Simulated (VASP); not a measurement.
Set up this calculation in VASP 6.6.1, as the native input.

```
Task                   : relaxation of cell and atoms
Functional             : PBE
Potentials or basis    : VASP PAW PBE potentials, release 64 (Si, P)
Cutoff                 : 600 eV
k mesh                 : 6 × 6 × 6
Occupations            : gaussian, width 0.1 eV
Spin                   : no spin polarisation
Dipole correction      : no
Further INCAR settings : ALGO = Normal; EDIFF = 1e-07; IBRION = 2; EDIFFG = -0.04; NSW = 90; ISIF = 3
```

The structure of Si2P lies in POSCAR:

```
Si2P
1.0
   -2.8639015000      2.8639015000      1.9830813600
    2.8639015000     -2.8639015000      1.9830813600
    2.8639015000      2.8639015000     -1.9830813600
Si P
4 2
Direct
    0.3750000000      0.6250000000      0.7500000000
    0.3750000000      0.1250000000      0.7500000000
    0.3750000000      0.6250000000      0.2500000000
    0.8750000000      0.6250000000      0.2500000000
    0.0000000000      0.0000000000      0.0000000000
    0.7500000000      0.2500000000      0.5000000000
```

The cell was generated, and may not be a known phase.

These files were run (other wordings do the same):

INCAR

```
ALGO = Normal
EDIFF = 1E-7
EDIFFG = -0.04
ENCUT = 600
GGA = PE
IBRION = 2
ISIF = 3
ISMEAR = 0
LASPH = True
LCHARG = False
LREAL = False
LWAVE = False
NELM = 60
NSW = 90
PREC = Accurate
SIGMA = 0.1
```

KPOINTS

```
k-points
0
Gamma
  6 6 6
```

Potentials or basis: VASP PAW PBE potentials, release 64 (Si, P).

Run with:

```sh
$ cat potpaw_PBE.64/Si/POTCAR potpaw_PBE.64/P/POTCAR > POTCAR
$ mpirun -np 1 vasp_std > vasp.out
```

It gave:

| Quantity | Value |
| --- | --- |
| Relaxed volume | 16.28 Å³/atom |
| Relaxed cell | a = 5.179 Å, b = 5.179 Å, c = 5.179 Å, α = 100.77°, β = 100.77°, γ = 128.76° |
| Space group after relaxing (to 0.1 Å) | I4_1/amd (No. 141) |
| Energy gained by relaxing | 1178.1 meV/atom |
| Ionic steps | 8 |
| Pressure after relaxing | 0.1 GPa |
| Band gap on the k mesh | zero (bands 13 and 14 overlap by 2.19 eV) |

Caveat: the volume moved by over 15 % at a fixed basis, so the end points are rough.

It took 7.6 min on 1 thread of Intel Xeon 8259CL, with other jobs on the host, peak memory 0.22 GiB.
